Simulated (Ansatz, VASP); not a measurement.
Given: the input of a run of Ansatz 0.2.0 on CuO.

File input.yaml:

```yaml
crystal:
  lattice:
    - [0.0, 2.0733527743, 2.0733527743]
    - [2.0733527743, 0.0, 2.0733527743]
    - [2.0733527743, 2.0733527743, 0.0]
  atoms:
    - { symbol: Cu, position: [0.02949772, 0.02810087, 0.90802599] }
    - { symbol: O, position: [0.47050228, 0.47189913, 0.59197401] }
kpoints:
  mp_grid: { grid: [11, 11, 11] }
scf:
  occupations: { method: fermi_dirac, width: 0.05 }
hamiltonian:
  xc: pbe
  pseudopotentials: { kind: all_electron, lapw: { basis_error: 0.0005 } }
output:
  forces: true
  stress: true
  eigenvalues: true
```

Potentials or basis: all-electron LAPW, scalar-relativistic.

Launch:

```sh
$ ansatz run input.yaml --threads 1 --pin off --max-ram 3072MiB --backend cpu --events-out ev --progress --plain --runs-dir out
```

Problem. Set up the same calculation for VASP 6.6.1. Potentials there: VASP PAW PBE potentials, release 64 (Cu, O).

Solution. As run (the cutoff follows the program's own potentials):

Contents of INCAR:

```
SYSTEM = CuO
  ALGO = Normal
  EDIFF = 1E-6
  ENCUT = 520
  GGA = PE
  ISIF = 2
  ISMEAR = -1
  LASPH = .TRUE.
  LCHARG = .FALSE.
  LREAL = .FALSE.
  LWAVE = .FALSE.
  NBANDS = 16
  NELM = 60
  PREC = Accurate
  SIGMA = 0.05
```

File KPOINTS:

```
k-points
0
G
  11 11 11
  0 0 0
```

The input POSCAR:

```
CuO
1.0
    0.0000000000      2.0733527743      2.0733527743
    2.0733527743      0.0000000000      2.0733527743
    2.0733527743      2.0733527743      0.0000000000
Cu O
1 1
Direct
    0.0294977200      0.0281008700      0.9080259900
    0.4705022800      0.4718991300      0.5919740100
```

Potentials or basis: VASP PAW PBE potentials, release 64 (Cu, O).

The run is started by

```bash
$ cat potpaw_PBE.64/Cu/POTCAR potpaw_PBE.64/O/POTCAR > POTCAR
$ mpirun -np 1 vasp_std > vasp.out
```

Both were run:

|  | VASP | Ansatz | Ansatz less VASP |
| --- | --- | --- | --- |
| gap on the k mesh at the Fermi level (eV) | none | none | - |
| pressure (GPa) | 35.9 | 34.9 | -0.99 |
| traceless stress, the component that is largest in VASP (GPa) | -7.12 | -6.73 | +0.390 |
| rms of the force components (eV/Å) | 0.883 | 0.820 | -0.0626 |

Atom by atom the forces differ by 0.063 eV/Å (rms over components). A gap of «none» marks a metal or a gap that the smearing closes. Both programs put the cell under a high pressure, so it lies far from rest at this level. Ansatz ran all-electron here, and VASP with PAW potentials.
